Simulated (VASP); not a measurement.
Al2Ru: single point with PBEsol

The system is Al2Ru.

```
Al Ru
1.0
     3.21500    0.00000    0.00000
     0.00000    3.21500    0.00000
     0.00000    0.00000    8.23663
Al Ru
4 2
Direct
  0.50000 0.50000 0.16116
  0.00000 0.00000 0.33884
  0.00000 0.00000 0.66116
  0.50000 0.50000 0.83884
  0.00000 0.00000 0.00000
  0.50000 0.50000 0.50000
```

This cell differs from its parent crystal: biaxial strain in the a-b plane: +3.0 %, then relaxed in part.

```json
{"Program": "VASP 6.6.1", "Task": "single point", "Functional": "PBEsol", "Potentials or basis": "VASP PAW PBE potentials, release 64 (Al, Ru_pv)", "Cutoff": "520 eV", "k mesh": "12 × 12 × 4", "Occupations": "gaussian, width 0.1 eV", "Spin": "no spin polarisation", "Dipole correction": "no", "Further INCAR settings": "ALGO = Fast; EDIFF = 1e-07; NBANDS = 29"}
```

The pressure is -5.8 GPa and the band gap on the k mesh is zero (bands 20 and 21 overlap by 0.26 eV).

Stress tensor (GPa, compression positive):
```
-8.79  0.00  0.00
 0.00 -8.79  0.00
 0.00  0.00  0.07
```

Levels at points of the mesh, in eV from the Fermi level:
```tsv
k point	band 17	band 18	band 19	band 20	band 21	band 22	band 23	band 24
(0.00, 0.00, 0.00)	-1.48	-1.29	-1.06	-1.03	2.62	2.62	2.79	4.59
(0.50, 0.00, 0.00)	-1.93	-1.93	-1.43	-1.43	0.37	0.37	3.21	3.21
(0.50, 0.50, 0.00)	-1.38	-1.38	-0.34	-0.34	0.08	0.08	1.64	1.64
(0.00, 0.00, 0.50)	-1.78	-1.78	-1.04	-1.04	3.61	3.61	3.61	3.61
(0.50, 0.00, 0.50)	-2.50	-2.50	-1.42	-1.42	0.42	0.42	3.25	3.25
(0.50, 0.50, 0.50)	-1.58	-1.58	-0.47	-0.47	0.08	0.08	1.11	1.11
```

Wall time 4.4 min on 1 thread of Intel(R) Xeon(R) Platinum 8375C CPU @ 2.90GHz (Ice Lake), with other jobs on the host, peak memory 0.3 GiB.

Caveat: the cell differs from its parent crystal (biaxial strain in the a-b plane: +3.0 %, then relaxed in part); the stress differs along the axes, from -9 to 0 GPa; the PAW data sets were made with another functional, which shifts forces and pressure a little.
